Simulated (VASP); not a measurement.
# MgH8Cl2O4 in VASP: notebook

MgH8Cl2O4 is run at these levels: PBE+D3(BJ); tasks: single point.

Everything below comes from runs of VASP 6.6.1. Logs are shortened: lines on timing, memory, paths and dates and some standing lists are left out, and cuts for length are marked.

## 1. The cell of the first run

The cell holds a disordered packing, 15 atoms: a = 5.708 Å, b = 5.708 Å, c = 5.708 Å, α = 90.00°, β = 90.00°, γ = 90.00°.

## 2. Single point, PBE+D3(BJ)

Input file INCAR:

```
SYSTEM = MgH8Cl2O4
PREC = Accurate ; ENCUT = 520
EDIFF = 1E-6 ; ISMEAR = -1
SIGMA = 0.02 ; LREAL = .False.
LASPH = .True. ; NELM = 120
ALGO = Normal ; ISIF = 2
LWAVE = .False. ; LCHARG = .True.
GGA = PE ; IVDW = 12
LELF = .True. ; LVHAR = .True.
NBANDS = 37 ; GGA_COMPAT = .False.
```

Input file KPOINTS:

```
regular mesh
0
Gamma
  1 1 1
  0 0 0
```

Input file POSCAR:

```
MgH8Cl2O4
1.0
    5.7082670000      0.0000000000      0.0000000000
    0.0000000000      5.7082670000      0.0000000000
    0.0000000000      0.0000000000      5.7082670000
O H Mg Cl
4 8 1 2
Direct
    0.7538014602      1.0341842804      0.8799868682
    0.6308394474      0.1706122016      0.3320447344
    0.2956764286      0.4162559320      0.3980542606
    0.9607644492      0.4481745511      1.0178045281
    0.6120421487      1.0546458321      0.7976501450
    0.8473149557      0.9425452594      0.7803594331
    0.7401721048      0.2972881262      0.3572012311
    0.6792779665      0.0853498969      0.2019176748
    0.2890719723      0.3834789087      0.5680533164
    0.4329860534      0.3049436896      0.3468653446
    0.9304750461      0.2815390380      1.0168059763
    0.9094529040      0.5188264669      0.8687575406
    0.0970697411      0.6584660458      0.2763535763
    0.7949523034      0.6241123619      0.5613262309
    0.2244639222     -0.0296587388      1.1037150154
```

Potentials or basis: VASP PAW PBE potentials, release 64 (O, H, Mg, Cl).

Run with:

```bash
cat potpaw_PBE.64/O/POTCAR potpaw_PBE.64/H/POTCAR potpaw_PBE.64/Mg/POTCAR potpaw_PBE.64/Cl/POTCAR > POTCAR
mpirun -np 1 vasp_gam > vasp.out
```

OUTCAR:

```text
SYSTEM = MgH8Cl2O4
   PREC = Accurate
   ENCUT = 520
   EDIFF = 1E-6
   ISMEAR = -1
   LREAL = .False.
   LASPH = .True.
   NELM = 120
   ISIF = 2
   GGA = PE
   IVDW = 12
 IVDW          = 12

 ion  position               nearest neighbor table
   1  0.754  0.034  0.880-   6 0.94   5 0.94
   2  0.631  0.171  0.332-   8 0.93   7 0.97  10 1.37
   3  0.296  0.416  0.398-   9 0.99  10 1.05  13 1.92
   4  0.961  0.448  0.018-  11 0.97  12 0.99  13 2.06
   5  0.612  0.055  0.798-   1 0.94
   6  0.847  0.943  0.780-   1 0.94
   7  0.740  0.297  0.357-   2 0.97
   8  0.679  0.085  0.202-   2 0.93
   9  0.289  0.383  0.568-   3 0.99
  10  0.433  0.305  0.347-   3 1.05   2 1.37
  11  0.930  0.282  0.017-   4 0.97
  12  0.909  0.519  0.869-   4 0.99
  13  0.097  0.658  0.276-   3 1.92   4 2.06  15 2.16  14 2.38
  14  0.795  0.624  0.561-  13 2.38
  15  0.224  0.970  0.104-  13 2.16

  LATTYP: Found a simple cubic cell.
 ALAT       =     5.7082670000

  Lattice vectors:

 A1 = (   5.7082670000,   0.0000000000,   0.0000000000)
 A2 = (   0.0000000000,   5.7082670000,   0.0000000000)
 A3 = (   0.0000000000,   0.0000000000,   5.7082670000)

Analysis of symmetry for initial positions (statically):
=====================================================================
 Subroutine PRICEL returns:
 Original cell was already a primitive cell.

 Routine SETGRP: Setting up the symmetry group for a
 simple cubic supercell.

 Subroutine GETGRP returns: Found  1 space group operations
 (whereof  1 operations were pure point group operations)
 out of a pool of 48 trial point group operations.

The static configuration has the point symmetry C_1 .

Analysis of symmetry for dynamics (positions and initial velocities):
=====================================================================
 Subroutine PRICEL returns:
 Original cell was already a primitive cell.

 Routine SETGRP: Setting up the symmetry group for a
 simple cubic supercell.

 Subroutine GETGRP returns: Found  1 space group operations
 (whereof  1 operations were pure point group operations)
 out of a pool of 48 trial point group operations.

The dynamic configuration has the point symmetry C_1 .

 Subroutine INISYM returns: Found  1 space group operations
 (whereof  1 operations are pure point group operations),
 and found     1 'primitive' translations

[... 111 lines left out ...]
   ISMEAR =    -1;   SIGMA  =   0.02  broadening in eV -4-tet -1-fermi 0-gaus
   EFERMI_NEDOS =   21; number of points for ismear=-14 and -15
   IALGO  =     38    algorithm
   IMIX   =      4    mixing-type and parameters
     AMIX     =   0.40;   BMIX     =  1.00
     AMIX_MAG =   1.60;   BMIX_MAG =  1.00
  volume/ion in A,a.u.               =      12.40        83.68
  Fermi-wavevector in a.u.,A,eV,Ry     =   1.042280  1.969623 14.780649  1.086347
  Thomas-Fermi vector in A             =   2.176938
   LORBIT       =      0    0 simple, 1 ext, 2 COOP (PROOUT), +10 PAW based schemes
   GGA     = PE    functional components
   LHFCALC =     F    Hartree Fock is set to
   AEXX    =    0.0000 exact exchange contribution
   IVDW    =    12    specifies the selected vdW correction
   LEPSILON=     F    determine dielectric tensor
   LRPA    =     F    only Hartree local field effects (RPA)
 non-spin polarized calculation
  energy-cutoff  :      520.00
  volume of cell :      186.00
 maximum number of plane-waves:      2473
 NGX is ok and might be reduce to    42
   NGX = 21   NGY = 21   NGZ = 21

 number of electron      47.9999993 magnetization

 Free energy of the ion-electron system (eV)
  ---------------------------------------------------
  ext. energy  EPLUGINS =         0.00000000
  ---------------------------------------------------
  free energy    TOTEN  =       -68.23013730 eV

  energy without entropy =      -68.23013730  energy(sigma->0) =      -68.23013730

 E-fermi :  -1.4653     XC(G=0):  -7.3457

 val. band max:       -1.9943852204   @ k =   0.0000   0.0000   0.0000
 cond. band min:       2.6244390252   @ k =   0.0000   0.0000   0.0000
 fundamental gap:      4.6188242457
 Fermi energy:        -1.4653474003

 k-point     1 :       0.0000    0.0000    0.0000
  band No.  band energies     occupation
      1     -21.9027      2.00000
      2     -21.3034      2.00000
      3     -20.9621      2.00000
      4     -20.5295      2.00000
      5     -14.8163      2.00000
      6     -14.2373      2.00000
[... 28 lines left out ...]
     35       8.8406      0.00000
     36       9.3332      0.00000
 [bands above 36 left out]

------------------------ aborting loop because EDIFF is reached ----------------------------------------

 Edisp (eV)   -0.98836

 E8    (eV) :    -0.2765

  FORCE on cell =-STRESS in cart. coord.  units (eV):
  Direction    XX          YY          ZZ          XY          YZ          ZX
  --------------------------------------------------------------------------------------
  -------------------------------------------------------------------------------------
  Total       6.41451     6.61118     5.02277    -0.96579     1.88471     0.51922
  in kB      55.25366    56.94779    43.26545    -8.31915    16.23463     4.47247
  external pressure =       51.82 kB  Pullay stress =        0.00 kB

 VOLUME and BASIS-vectors are now :
 -----------------------------------------------------------------------------
  energy-cutoff  :      520.00
  volume of cell :      186.00
      direct lattice vectors                 reciprocal lattice vectors
     5.708267000  0.000000000  0.000000000     0.175184517  0.000000000  0.000000000
     0.000000000  5.708267000  0.000000000     0.000000000  0.175184517  0.000000000
     0.000000000  0.000000000  5.708267000     0.000000000  0.000000000  0.175184517

 POSITION                                       TOTAL-FORCE (eV/Angst)
 -----------------------------------------------------------------------------------
      4.30290      0.19513      5.02320         0.073777      1.159999      1.895687
      3.60100      0.97390      1.89540        -0.435600      0.823186      2.285486
      1.68780      2.37610      2.27220         0.037681     -0.211604      1.565966
      5.48430      2.55830      0.10163         0.751534      1.147769      0.789501
      3.49370      0.31193      4.55320        -1.386120      0.100815     -0.698749
      4.83670      5.38030      4.45450         1.082687     -1.189968     -1.079495
      4.22510      1.69700      2.03900         0.653518      0.459379      0.273377
      3.87750      0.48720      1.15260         0.519795     -1.506336     -2.315311
      1.65010      2.18900      3.24260        -0.192697      0.340312     -0.707472
      2.47160      1.74070      1.98000        -0.450147      0.097919     -0.298459
      5.31140      1.60710      0.09593        -0.100251     -0.584008     -0.494985
      5.19140      2.96160      4.95910        -0.199276     -0.313172     -0.207841
      0.55410      3.75870      1.57750        -0.717567     -1.193800     -0.090049
      4.53780      3.56260      3.20420         0.167794      0.408498     -0.348685
      1.28130      5.53897      0.59203         0.194872      0.461012     -0.568971
 -----------------------------------------------------------------------------------
    total drift:                                0.000106     -0.000828     -0.000582

  FREE ENERGIE OF THE ION-ELECTRON SYSTEM (eV)
  ---------------------------------------------------
  free  energy   TOTEN  =       -69.2184960809 eV

  energy  without entropy=      -69.2184960809  energy(sigma->0) =      -69.21849608
```

stdout:

```text
POSCAR found type information on POSCAR O H MgCl
 POSCAR found :  4 types and      15 ions
 scaLAPACK will be used
 LDA part: xc-table for (Slater+PW92), standard interpolation
 POSCAR, INCAR and KPOINTS ok, starting setup
 FFT: planning ... GRIDC
 FFT: planning ... GRID_SOFT
 FFT: planning ... GRID
 WAVECAR not read
 entering main loop
```

Wall time 34 s (1 thread of Intel Xeon 8259CL, shared host); peak memory 0.26 GiB.

What came out:

```yaml
Free_energy: -69.2185 eV
Pressure: 5.2 GPa
Largest_force: 2.811 eV/Å
Dispersion_energy_per_atom: -0.066 eV
```

Forces on the atoms (eV/Å):
```
O    0.074  1.160  1.896
O   -0.436  0.823  2.285
O    0.038 -0.212  1.566
O    0.752  1.148  0.790
H   -1.386  0.101 -0.699
H    1.083 -1.190 -1.079
H    0.654  0.459  0.273
H    0.520 -1.506 -2.315
H   -0.193  0.340 -0.707
H   -0.450  0.098 -0.298
H   -0.100 -0.584 -0.495
H   -0.199 -0.313 -0.208
Mg  -0.718 -1.194 -0.090
Cl   0.168  0.408 -0.349
Cl   0.195  0.461 -0.569
```

Levels at points of the mesh, in eV from the Fermi level:
```
           k point  band 21  band 22  band 23  band 24  band 25  band 26  band 27  band 28
(0.00, 0.00, 0.00)    -1.17    -0.99    -0.59    -0.53     4.09     7.01     7.24     8.11
```

Caveat: the k points lie up to 1.10 Å⁻¹ apart.

## 3. Single point, PBE+D3(BJ)

Input file INCAR:

```
  ALGO = Normal
  EDIFF = 1E-6
  ENCUT = 520
  GGA = PE
  GGA_COMPAT = F
  ISIF = 2
  ISMEAR = -1
  IVDW = 12
  LASPH = T
  LCHARG = T
  LELF = T
  LREAL = F
  LVHAR = T
  LWAVE = F
  NBANDS = 37
  NELM = 120
  PREC = Accurate
  SIGMA = 0.02
```

Input file KPOINTS:

```
k-points
0
Gamma
  1 1 1
```

Input file POSCAR:

```
MgH8Cl2O4
1.0
    5.7082670000      0.0000000000      0.0000000000
    0.0000000000      5.7082670000      0.0000000000
    0.0000000000      0.0000000000      5.7082670000
O H Mg Cl
4 8 1 2
Direct
    0.7165747503      1.0651393847      0.8382403977
    0.6354292818      0.2033717063      0.3310461827
    0.2568905764      0.4279757762      0.4405890614
    0.9629192187      0.4348605277      1.0485844478
    0.5657408807      1.0188906721      0.8869241751
    0.8141875634      0.9387612738      0.7913435023
    0.7525226133      0.3012122593      0.4189012182
    0.6964986046      0.1466294411      0.1826999333
    0.3126868452      0.4015579510      0.5947864737
    0.3994382183      0.3636480214      0.3704451806
    1.0415595486      0.2824675160      1.0510370310
    0.8417966434      0.4604374673      0.9360634322
    0.0683394803      0.6789100790      0.2849025808
    0.7982983277      0.6302438201      0.5829264819
    0.2369545783     -0.0161695310      1.0562925666
```

Potentials or basis: VASP PAW PBE potentials, release 64 (O, H, Mg, Cl).

Run with:

```bash
cat potpaw_PBE.64/O/POTCAR potpaw_PBE.64/H/POTCAR potpaw_PBE.64/Mg/POTCAR potpaw_PBE.64/Cl/POTCAR > POTCAR
mpirun -np 1 vasp_gam > vasp.out
```

OUTCAR:

```text
EDIFF = 1E-6
   ENCUT = 520
   GGA = PE
   ISIF = 2
   ISMEAR = -1
   IVDW = 12
   LASPH = T
   LREAL = F
   NELM = 120
   PREC = Accurate
 IVDW          = 12

 ion  position               nearest neighbor table
   1  0.717  0.065  0.838-   5 0.94   6 0.95
   2  0.635  0.203  0.331-   8 0.97   7 1.01
   3  0.257  0.428  0.441-   9 0.95  10 0.98  13 2.00
   4  0.963  0.435  0.049-  12 0.95  11 0.98  13 2.03
   5  0.566  0.019  0.887-   1 0.94
   6  0.814  0.939  0.791-   1 0.95
   7  0.753  0.301  0.419-   2 1.01
   8  0.696  0.147  0.183-   2 0.97
   9  0.313  0.402  0.595-   3 0.95
  10  0.399  0.364  0.370-   3 0.98
  11  0.042  0.282  0.051-   4 0.98
  12  0.842  0.460  0.936-   4 0.95
  13  0.068  0.679  0.285-   3 2.00   4 2.03  14 2.31  15 2.38
  14  0.798  0.630  0.583-  13 2.31
  15  0.237  0.984  0.056-  13 2.38

  LATTYP: Found a simple cubic cell.
 ALAT       =     5.7082670000

  Lattice vectors:

 A1 = (   5.7082670000,   0.0000000000,   0.0000000000)
 A2 = (   0.0000000000,   5.7082670000,   0.0000000000)
 A3 = (   0.0000000000,   0.0000000000,   5.7082670000)

Analysis of symmetry for initial positions (statically):
=====================================================================
 Subroutine PRICEL returns:
 Original cell was already a primitive cell.

 Routine SETGRP: Setting up the symmetry group for a
 simple cubic supercell.

 Subroutine GETGRP returns: Found  1 space group operations
 (whereof  1 operations were pure point group operations)
 out of a pool of 48 trial point group operations.

The static configuration has the point symmetry C_1 .

Analysis of symmetry for dynamics (positions and initial velocities):
[... 141 lines left out ...]
   IVDW    =    12    specifies the selected vdW correction
   LEPSILON=     F    determine dielectric tensor
   LRPA    =     F    only Hartree local field effects (RPA)
 non-spin polarized calculation
  energy-cutoff  :      520.00
  volume of cell :      186.00
 maximum number of plane-waves:      2473
 NGX is ok and might be reduce to    42
   NGX = 21   NGY = 21   NGZ = 21

 number of electron      48.0000005 magnetization

 Free energy of the ion-electron system (eV)
  ---------------------------------------------------
  ext. energy  EPLUGINS =         0.00000000
  ---------------------------------------------------
  free energy    TOTEN  =       -67.87423455 eV

  energy without entropy =      -67.87423455  energy(sigma->0) =      -67.87423455

 E-fermi :  -1.4028     XC(G=0):  -7.3724

 val. band max:       -1.9389060732   @ k =   0.0000   0.0000   0.0000
 cond. band min:       2.4861791064   @ k =   0.0000   0.0000   0.0000
 fundamental gap:      4.4250851796
 Fermi energy:        -1.4028236168

 k-point     1 :       0.0000    0.0000    0.0000
  band No.  band energies     occupation
      1     -21.8273      2.00000
      2     -21.3280      2.00000
      3     -20.4709      2.00000
      4     -20.0303      2.00000
      5     -14.6957      2.00000
      6     -14.6275      2.00000
[... 28 lines left out ...]
     35       8.8772      0.00000
     36       9.1427      0.00000
 [bands above 36 left out]

------------------------ aborting loop because EDIFF is reached ----------------------------------------

 Edisp (eV)   -0.98616

 E8    (eV) :    -0.2750

  FORCE on cell =-STRESS in cart. coord.  units (eV):
  Direction    XX          YY          ZZ          XY          YZ          ZX
  --------------------------------------------------------------------------------------
  -------------------------------------------------------------------------------------
  Total       4.97848     2.49867     4.92830    -0.68184     2.12747    -0.62157
  in kB      42.88392    21.52319    42.45167    -5.87327    18.32574    -5.35413
  external pressure =       35.62 kB  Pullay stress =        0.00 kB

 VOLUME and BASIS-vectors are now :
 -----------------------------------------------------------------------------
  energy-cutoff  :      520.00
  volume of cell :      186.00
      direct lattice vectors                 reciprocal lattice vectors
     5.708267000  0.000000000  0.000000000     0.175184517  0.000000000  0.000000000
     0.000000000  5.708267000  0.000000000     0.000000000  0.175184517  0.000000000
     0.000000000  0.000000000  5.708267000     0.000000000  0.000000000  0.175184517

 POSITION                                       TOTAL-FORCE (eV/Angst)
 -----------------------------------------------------------------------------------
      4.09040      0.37183      4.78490         1.099732      2.422365      0.525224
      3.62720      1.16090      1.88970         0.020441      0.435263      0.925919
      1.46640      2.44300      2.51500        -0.188707      0.466449     -0.626544
      5.49660      2.48230      0.27733         1.161910      1.536985      1.656726
      3.22940      0.10783      5.06280        -1.497268     -1.104991      0.056749
      4.64760      5.35870      4.51720         0.133859     -1.112234     -0.434609
      4.29560      1.71940      2.39120        -0.516827     -0.722589     -0.811453
      3.97580      0.83700      1.04290         0.265327      0.245056     -0.126960
      1.78490      2.29220      3.39520        -0.417004      0.275941      1.819928
      2.28010      2.07580      2.11460         1.001277     -0.861218     -1.464858
      0.23723      1.61240      0.29133        -0.300862     -0.609256     -0.498022
      4.80520      2.62830      5.34330        -0.306094     -0.567399     -1.143236
      0.39010      3.87540      1.62630         0.118513     -0.275537     -0.255332
      4.55690      3.59760      3.32750        -0.193269      0.440649     -0.120854
      1.35260      5.61597      0.32133        -0.381028     -0.569484      0.497323
 -----------------------------------------------------------------------------------
    total drift:                                0.000168      0.000168      0.000545

  FREE ENERGIE OF THE ION-ELECTRON SYSTEM (eV)
  ---------------------------------------------------
  free  energy   TOTEN  =       -68.8603940718 eV

  energy  without entropy=      -68.8603940718  energy(sigma->0) =      -68.86039407
```

Run time: 37 s. Hardware: 1 thread of Intel Xeon 8259CL, shared host; peak memory 0.25 GiB.

What came out:

```yaml
Free_energy: -68.8604 eV
Pressure: 3.6 GPa
Largest_force: 2.712 eV/Å
Dispersion_energy_per_atom: -0.066 eV
```

Forces in eV/Å, atoms in the order of the input:
```
O    1.100  2.422  0.525
O    0.020  0.435  0.926
O   -0.189  0.466 -0.627
O    1.162  1.537  1.657
H   -1.497 -1.105  0.057
H    0.134 -1.112 -0.435
H   -0.517 -0.723 -0.811
H    0.265  0.245 -0.127
H   -0.417  0.276  1.820
H    1.001 -0.861 -1.465
H   -0.301 -0.609 -0.498
H   -0.306 -0.567 -1.143
Mg   0.119 -0.276 -0.255
Cl  -0.193  0.441 -0.121
Cl  -0.381 -0.569  0.497
```

Caveat: the k points lie up to 1.10 Å⁻¹ apart.
